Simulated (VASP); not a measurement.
The system is SrCa.

```xyz
2
Lattice="4.1283 0.0000 0.0000 -2.0642 3.5752 0.0000 0.0000 0.0000 6.7887" Properties=species:S:1:pos:R:3 pbc="T T T"
Sr    2.0642    1.1917    3.3944
Ca    0.0000    0.0000    0.0000
```

| Property | Result |
| --- | --- |
| Program | VASP 6.6.1 |
| Task | relaxation of volume and atoms at fixed shape |
| Functional | PBEsol |
| Potentials or basis | VASP PAW PBE potentials, release 64 (Sr_sv, Ca_sv) |
| Cutoff | 600 eV |
| k mesh | 6 × 6 × 3 |
| Occupations | fermi-dirac, width 0.1 eV |
| Spin | no spin polarisation |

At the start: pressure -1.0 GPa; volume 50.10 Å³/atom.

Task: Where does the relaxation end?

Result: Over 3 steps the energy falls by 11.4 meV/atom and the volume is 46.56 Å³/atom (-7.1 %); space group P-6m2 (No. 187, to 0.05 Å).

Step by step:
| step | energy change (eV) | largest force (eV/Å) | pressure (GPa) | volume (Å³) |
| --- | --- | --- | --- | --- |
| 1 | 0.0000 | 0.0000 | -0.96 | 100.20 |
| 2 | -0.0188 | 0.0000 | -0.43 | 95.91 |
| 3 | -0.0229 | 0.0000 | -0.03 | 93.12 |

Final structure:
```
CELL_PARAMETERS angstrom
4.02868 0.00000 0.00000
-2.01434 3.48894 0.00000
0.00000 0.00000 6.62487
ATOMIC_POSITIONS crystal
Sr 0.66667 0.33333 0.50000
Ca 0.00000 0.00000 0.00000
```

Caveat: the PAW data sets were made with another functional, which shifts forces and pressure a little.
